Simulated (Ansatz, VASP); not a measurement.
# One calculation of CaB3, two programs

```xyz
8
Lattice="6.0012 0.0000 0.0000 0.0000 5.8232 0.0000 0.0000 0.0000 3.0397" Properties=species:S:1:pos:R:3 pbc="T T T"
Ca    3.0006    2.9116    1.4581
Ca    0.0000    0.0000   -0.0617
B     0.8081    2.9115   -0.0617
B     5.1932    2.9117   -0.0617
B     2.1925    5.8231    1.4581
B     3.8087    0.0001    1.4581
B     3.0006    0.0000    2.9780
B     0.0000    2.9116    1.4581
```

Alike in both runs: functional PBE; k mesh 4 × 4 × 6; occupations gaussian, width 0.1 eV; no spin polarisation.

Ansatz relaxed the structure, and its values are those at the end. VASP's run is a single point on that final structure, the one shown.

|  | VASP | Ansatz |
| --- | --- | --- |
| version | VASP 6.6.1 | Ansatz 0.2.0 |
| potentials or method | VASP PAW PBE potentials, release 64 (Ca_sv, B), cutoff 520 eV | scalar-relativistic, plane waves, PAW |
| valence electrons in the cell | 38 | 38 |

```tsv
	VASP	Ansatz	Ansatz less VASP
gap on the k mesh at the Fermi level (eV)	none	none	-
pressure (GPa)	0.2	0.0	-0.16
rms of the force components (eV/Å)	0.006	0.001	-0.0051
```

A gap of «none» marks a metal or a gap that the smearing closes. With one functional, cell and mesh, what is left measures potentials, basis and numerics.
